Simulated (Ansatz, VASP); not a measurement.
**Sn: VASP beside Ansatz**

The input INCAR:

```
PREC = Accurate
ENCUT = 520
EDIFF = 1E-6
ISMEAR = -1
SIGMA = 0.1
LREAL = False
LASPH = True
NELM = 60
ALGO = Normal
ISIF = 2
LWAVE = False
LCHARG = False
GGA = PE
NBANDS = 13
```

The input KPOINTS:

```
regular mesh
0
Gamma
  15 15 15
```

POSCAR

```
Sn
1.0
   -1.8549170423      1.8549170423      1.8549170423
    1.8549170423     -1.8549170423      1.8549170423
    1.8549170423      1.8549170423     -1.8549170423
Sn
1
Direct
    0.0000000000      0.0000000000      0.0000000000
```

Input for Ansatz:

```yaml
crystal:
  lattice:
    - [-1.8549170423, 1.8549170423, 1.8549170423]
    - [1.8549170423, -1.8549170423, 1.8549170423]
    - [1.8549170423, 1.8549170423, -1.8549170423]
  atoms:
    - { symbol: Sn, position: [0.0, 0.0, 0.0] }
kpoints:
  mp_grid: { grid: [15, 15, 15] }
scf:
  occupations: { method: fermi_dirac, width: 0.1 }
hamiltonian:
  xc: pbe
  pseudopotentials: { kind: paw }
output:
  forces: true
  stress: true
  eigenvalues: true
  write_density: true
  write_potential: true
  elf: true
  volumetric_format: npy
```

Change from the starting cell: volume scaled by 0.924, to set the pressure.

Alike in both runs: task single point; functional PBE; k mesh 15 × 15 × 15; occupations fermi-dirac, width 0.1 eV; no spin polarisation.

|  | VASP | Ansatz |
| --- | --- | --- |
| version | VASP 6.6.1 | Ansatz 0.2.0 |
| potentials or method | VASP PAW PBE potentials, release 64 (Sn_d) | PAW with Ansatz's default frozen-core files, scalar-relativistic |
| plane-wave cutoff (eV) | 520 | 420 |
| valence electrons in the cell | 14 | 14 |

```csv
,VASP,Ansatz,Ansatz less VASP
pressure (GPa),4.4,4.4,+0.03
```
